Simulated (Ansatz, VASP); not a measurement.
Ta4O in VASP and in Ansatz

The input INCAR:

```
SYSTEM = Ta4O
PREC = Accurate ; ENCUT = 520
EDIFF = 1E-7 ; ISMEAR = 0
SIGMA = 0.15 ; LREAL = .False.
LASPH = .True. ; NELM = 60
ALGO = Fast ; ISIF = 2
LWAVE = .False. ; LCHARG = .False.
GGA = PS ; NBANDS = 33
```

The input KPOINTS:

```
regular mesh
0
Gamma
  16 16 8
  0 0 0
```

Contents of POSCAR:

```
Ta4O
1.0
    3.1591396303      0.0000000000      0.0000000000
    0.0000000000      3.1591396303      0.0000000000
    0.0000000000      0.0000000000      7.5847207577
Ta O
4 1
Direct
    0.0000000000      0.0000000000      0.5000000000
    0.5000000000      0.5000000000      0.7827832025
    0.5000000000      0.5000000000      0.2172167975
    0.0000000000      0.0000000000      0.0000000000
    0.5000000000      0.5000000000      0.5000000000
```

Input for Ansatz:

```yaml
crystal:
  lattice:
    - [3.1591396303, 0.0, 0.0]
    - [0.0, 3.1591396303, 0.0]
    - [0.0, 0.0, 7.5847207577]
  atoms:
    - { symbol: Ta, position: [0.0, 0.0, 0.5] }
    - { symbol: Ta, position: [0.5, 0.5, 0.7827832025] }
    - { symbol: Ta, position: [0.5, 0.5, 0.2172167975] }
    - { symbol: Ta, position: [0.0, 0.0, 0.0] }
    - { symbol: O, position: [0.5, 0.5, 0.5] }
basis:
  ecutwfc: 420
kpoints:
  mp_grid: { grid: [16, 16, 8] }
hamiltonian:
  xc: pbesol
scf:
  occupations: { method: gaussian, width: 0.15 }
output:
  forces: true
  stress: true
  eigenvalues: true
```

Alike in both runs: task single point; functional PBEsol; k mesh 16 × 16 × 8; occupations gaussian, width 0.15 eV; no spin polarisation.

```csv
,VASP,Ansatz
version,VASP 6.6.1,Ansatz 0.2.0
potentials or method,"VASP PAW PBE potentials, release 64 (Ta_pv, O), cutoff 520 eV","scalar-relativistic, plane waves, PAW"
valence electrons in the cell,50,58
```

VASP gave:

```
gap on the k mesh at the Fermi level (eV)                     : none
pressure (GPa)                                                : -0.3
traceless stress, the component that is largest in VASP (GPa) : -6.17
rms of the force components (eV/Å)                            : 0.136
```

Q: What did Ansatz give for the same quantities?

A: gap on the k mesh at the Fermi level (eV): none; pressure (GPa): -0.7; traceless stress, the component that is largest in VASP (GPa): -6.26; rms of the force components (eV/Å): 0.146.

VASP's potentials were made for PBE, not for PBEsol. Atom by atom the forces differ by 0.010 eV/Å (rms over components). A gap of «none» marks a metal or a gap that the smearing closes. With one functional, cell and mesh, what is left measures potentials, basis and numerics. VASP's potentials hold 50 valence electrons a cell and Ansatz's 58, so a difference there can come from the potentials and not from the codes.

Spin-orbit coupling is off throughout.
